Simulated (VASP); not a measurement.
CdGeAs2, 8 atoms in the cell. It takes space group I-42d (No. 122, tetragonal). Conventional cell: a = 5.801 Å, b = 5.801 Å, c = 10.965 Å, α = 90.00°, β = 90.00°, γ = 90.00°. Cd (site symmetry -4) has 4 As at 2.56 Å within 3.4 Å. Within 3.1 Å of Ge (site symmetry -4) lie 4 As at 2.38 Å. Within 3.1 Å of As (site symmetry 2) lie 2 Ge at 2.38 Å and 2 Cd at 2.56 Å.  This cell differs from its parent crystal: strain -3.0%.

* Program: VASP 6.6.1
* Task: single point
* Functional: PBE
* Potentials or basis: VASP PAW PBE potentials, release 64 (Cd_sv_GW, Ge_d, As_d)
* Cutoff: 630 eV
* k mesh: 6 × 6 × 6
* Occupations: fermi-dirac, width 0.02 eV
* Spin: no spin polarisation
* Dipole correction: no
* Further INCAR settings: ALGO = Normal; EDIFF = 1e-06; NBANDS = 74

Potentials or basis: VASP PAW PBE potentials, release 64 (Cd_sv_GW, Ge_d, As_d).

Run with:

```sh
$ cat potpaw_PBE.64/Cd_sv_GW/POTCAR potpaw_PBE.64/Ge_d/POTCAR potpaw_PBE.64/As_d/POTCAR > POTCAR
$ mpirun -np 1 vasp_std > vasp.out
```

Hardware: 1 thread of Intel(R) Xeon(R) Platinum 8259CL CPU @ 2.50GHz (Skylake/Cascade Lake), on a shared host.

How long does it take, and how much memory?

It took 13 min on 1 thread of Intel(R) Xeon(R) Platinum 8259CL CPU @ 2.50GHz (Skylake/Cascade Lake), with other jobs on the host, peak memory 0.75 GiB. Counts: scf iterations 13, k points 30.
